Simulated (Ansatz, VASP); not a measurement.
Two plane-wave programs on PtS2

```
CELL_PARAMETERS angstrom
3.54320 0.00000 0.00000
-1.77160 3.06850 0.00000
0.00000 0.00000 5.03880
ATOMIC_POSITIONS crystal
Pt 0.00000 0.00000 0.00000
S 0.23890 0.59753 0.25000
S 0.66667 0.33333 0.75000
```

Alike in both runs: task single point; functional PBE; k mesh 12 × 12 × 8; occupations gaussian, width 0.05 eV; no spin polarisation.

|  | VASP | Ansatz |
| --- | --- | --- |
| version | VASP 6.6.1 | Ansatz 0.2.0 |
| potentials or method | VASP PAW PBE potentials, release 64 (Pt, S), cutoff 520 eV | scalar-relativistic, plane waves, PAW |
| valence electrons in the cell | 22 | 30 |

```tsv
	VASP	Ansatz	Ansatz less VASP
gap on the k mesh at the Fermi level (eV)	0.24	0.24	-0.005
least direct gap on the mesh (eV)	0.35	0.35	-0.003
pressure (GPa)	5.0	5.4	+0.44
traceless stress, the component that is largest in VASP (GPa)	6.67	6.71	+0.041
rms of the force components (eV/Å)	1.049	1.054	+0.0043
```

Atom by atom the forces differ by 0.020 eV/Å (rms over components). VASP's potentials hold 22 valence electrons a cell and Ansatz's 30, so a difference there can come from the potentials and not from the codes.

Spin-orbit coupling is off throughout.
